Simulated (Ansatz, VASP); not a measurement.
**Two plane-wave programs on SiO2**

File INCAR:

```
PREC = Accurate
ENCUT = 520
EDIFF = 1E-8
ISMEAR = -1
SIGMA = 0.02
LREAL = Auto
LASPH = T
NELM = 80
ALGO = Normal
ISIF = 2
LWAVE = F
LCHARG = F
GGA = PE
LEFG = T
NBANDS = 101
```

The input KPOINTS:

```
regular mesh
0
Gamma
  2 3 3
```

Contents of POSCAR:

```
SiO2
1.0
   13.8193454500      0.0000000000      0.0000000000
    0.0000000000      6.9105836500      0.0000000000
    0.0000000000      0.0000000000      6.4189988800
Si O
10 20
Direct
    0.1151935000      0.0000000000      0.5006836800
    0.6151935000      0.0000000000      0.4993163200
    0.8848065000      0.0000000000      0.4993163200
    0.3848065000      0.0000000000      0.5006836800
    0.2500000000      0.2696551000      0.2622155800
    0.7500000000      0.7303449000      0.7377844200
    0.7500000000      0.2696551000      0.7377844200
    0.2500000000      0.7303449000      0.2622155800
    0.2500000000      0.0000000000      0.8814763800
    0.7500000000      0.0000000000      0.1185236200
    0.0000000000      0.0000000000      0.5000000000
    0.5000000000      0.0000000000      0.5000000000
    0.1544007500      0.1913609700      0.3816263600
    0.6544007500      0.8086390300      0.6183736400
    0.8455992500      0.1913609700      0.6183736400
    0.3455992500      0.8086390300      0.3816263600
    0.8455992500      0.8086390300      0.6183736400
    0.3455992500      0.1913609700      0.3816263600
    0.1544007500      0.8086390300      0.3816263600
    0.6544007500      0.1913609700      0.6183736400
    0.1540551200      0.0000000000      0.7378646400
    0.6540551200      0.0000000000      0.2621353600
    0.8459448800      0.0000000000      0.2621353600
    0.3459448800      0.0000000000      0.7378646400
    0.2500000000      0.5000000000      0.2613048400
    0.7500000000      0.5000000000      0.7386951600
    0.2500000000      0.1916993800      0.0251746700
    0.7500000000      0.8083006200      0.9748253300
    0.7500000000      0.1916993800      0.9748253300
    0.2500000000      0.8083006200      0.0251746700
```

Input for Ansatz:

```yaml
crystal:
  lattice:
    - [13.81934545, 0.0, 0.0]
    - [0.0, 6.91058365, 0.0]
    - [0.0, 0.0, 6.41899888]
  atoms:
    - { symbol: Si, position: [0.1151935, 0.0, 0.50068368] }
    - { symbol: Si, position: [0.6151935, 0.0, 0.49931632] }
    - { symbol: Si, position: [0.8848065, 0.0, 0.49931632] }
    - { symbol: Si, position: [0.3848065, 0.0, 0.50068368] }
    - { symbol: Si, position: [0.25, 0.2696551, 0.26221558] }
    - { symbol: Si, position: [0.75, 0.7303449, 0.73778442] }
    - { symbol: Si, position: [0.75, 0.2696551, 0.73778442] }
    - { symbol: Si, position: [0.25, 0.7303449, 0.26221558] }
    - { symbol: Si, position: [0.25, 0.0, 0.88147638] }
    - { symbol: Si, position: [0.75, 0.0, 0.11852362] }
    - { symbol: O, position: [0.0, 0.0, 0.5] }
    - { symbol: O, position: [0.5, 0.0, 0.5] }
    - { symbol: O, position: [0.15440075, 0.19136097, 0.38162636] }
    - { symbol: O, position: [0.65440075, 0.80863903, 0.61837364] }
    - { symbol: O, position: [0.84559925, 0.19136097, 0.61837364] }
    - { symbol: O, position: [0.34559925, 0.80863903, 0.38162636] }
    - { symbol: O, position: [0.84559925, 0.80863903, 0.61837364] }
    - { symbol: O, position: [0.34559925, 0.19136097, 0.38162636] }
    - { symbol: O, position: [0.15440075, 0.80863903, 0.38162636] }
    - { symbol: O, position: [0.65440075, 0.19136097, 0.61837364] }
    - { symbol: O, position: [0.15405512, 0.0, 0.73786464] }
    - { symbol: O, position: [0.65405512, 0.0, 0.26213536] }
    - { symbol: O, position: [0.84594488, 0.0, 0.26213536] }
    - { symbol: O, position: [0.34594488, 0.0, 0.73786464] }
    - { symbol: O, position: [0.25, 0.5, 0.26130484] }
    - { symbol: O, position: [0.75, 0.5, 0.73869516] }
    - { symbol: O, position: [0.25, 0.19169938, 0.02517467] }
    - { symbol: O, position: [0.75, 0.80830062, 0.97482533] }
    - { symbol: O, position: [0.75, 0.19169938, 0.97482533] }
    - { symbol: O, position: [0.25, 0.80830062, 0.02517467] }
kpoints:
  mp_grid: { grid: [2, 3, 3] }
scf:
  occupations: { method: fermi_dirac, width: 0.02 }
hamiltonian:
  xc: pbe
  pseudopotentials: { kind: paw }
output:
  forces: true
  stress: true
  populations: true
  efg: { quadrupole_moments_barn: { O: -0.02558 }, contact_densities: true }
```

Alike in both runs: task electric field gradients; functional PBE; k mesh 2 × 3 × 3; occupations fermi-dirac, width 0.02 eV; no spin polarisation.

```csv
,VASP,Ansatz
version,VASP 6.6.1,Ansatz 0.2.0
potentials or method,"VASP PAW PBE potentials, release 64 (Si, O)","plane-wave PAW, scalar-relativistic"
plane-wave cutoff (eV),520,420
valence electrons in the cell,160,160
```

```csv
,VASP,Ansatz,Ansatz less VASP
gap on the k mesh at the Fermi level (eV),5.62,5.62,-0.001
pressure (GPa),3.2,3.1,-0.10
rms of the force components (eV/Å),0.156,0.165,+0.0092
size of Vzz on the site where it differs most (V/Å²),98.3,103.7,+5.40
```

Atom by atom the forces differ by 0.024 eV/Å (rms over components).
